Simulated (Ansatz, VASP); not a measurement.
One calculation of GaAs, two programs

```
Ga As
1.0
     3.68406    0.00000    0.00000
     0.00000    3.68406    0.00000
     0.00000    0.00000    3.02942
Ga As
1 1
Cartesian
  1.8420 1.8420 1.5147
  0.0000 0.0000 1.5147
```

Alike in both runs: task relaxation of cell and atoms; functional PBE; k mesh 6 × 6 × 6; occupations gaussian, width 0.1 eV; no spin polarisation.

|  | VASP | Ansatz |
| --- | --- | --- |
| version | VASP 6.6.1 | Ansatz 0.2.0 |
| potentials or method | VASP PAW PBE potentials, release 64 (Ga_d, As), cutoff 600 eV | scalar-relativistic, plane waves, PAW |
| valence electrons in the cell | 18 | 28 |

```csv
,VASP,Ansatz,Ansatz less VASP
"gap on the k mesh at the Fermi level, each at its own relaxed structure (eV)",none,none,-
relaxed volume (Å³/atom),19.85,19.89,+0.041
relaxed cell length with the largest relative difference (Å),2.697,2.689,-0.0086
```

A gap of «none» marks a metal or a gap that the smearing closes. VASP's potentials hold 18 valence electrons a cell and Ansatz's 28, so a difference there can come from the potentials and not from the codes.
